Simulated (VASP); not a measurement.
Write the native input for VASP 6.6.1 that does the following.

```yaml
Task: single point
Functional: PBEsol
Potentials_or_basis: VASP PAW PBE potentials, release 64 (Lu, Se)
Cutoff: 520 eV
k_mesh: 16 × 16 × 16
Occupations: gaussian, width 0.15 eV
Spin: no spin polarisation
Dipole_correction: no
Further_INCAR_settings: ALGO = Normal; EDIFF = 1e-07; NBANDS = 22
```

The structure of LuSe lies in POSCAR:

```
LuSe
1.0
    0.0000000000      2.7255462811      2.7255462811
    2.7255462811      0.0000000000      2.7255462811
    2.7255462811      2.7255462811      0.0000000000
Lu Se
1 1
Direct
    0.5000000000      0.5000000000      0.5000000000
    0.0000000000      0.0000000000      0.0000000000
```

This cell differs from its parent crystal: volume 20.247 Å^3 an atom, c/a of the conventional cell 1.0000.

The input as run:

INCAR

```
SYSTEM = LuSe
PREC = Accurate
ENCUT = 520
EDIFF = 1E-7
ISMEAR = 0
SIGMA = 0.15
LREAL = .False.
LASPH = .True.
NELM = 100
ALGO = Normal
ISIF = 2
LWAVE = .False.
LCHARG = .False.
GGA = PS
NBANDS = 22
```

KPOINTS

```
Automatic mesh
0
Gamma
  16 16 16
  0 0 0
```

Potentials or basis: VASP PAW PBE potentials, release 64 (Lu, Se).

The run is started by

```bash
$ cat potpaw_PBE.64/Lu/POTCAR potpaw_PBE.64/Se/POTCAR > POTCAR
$ mpirun -np 1 vasp_std > vasp.out
```

It gave:

* Pressure: 6.3 GPa

Caveat: the PAW data sets were made with another functional, which shifts forces and pressure a little.

Run time: 2.2 min on 1 thread of Intel(R) Xeon(R) Platinum 8259CL CPU @ 2.50GHz (Skylake/Cascade Lake) (shared host), peak memory 0.28 GiB.
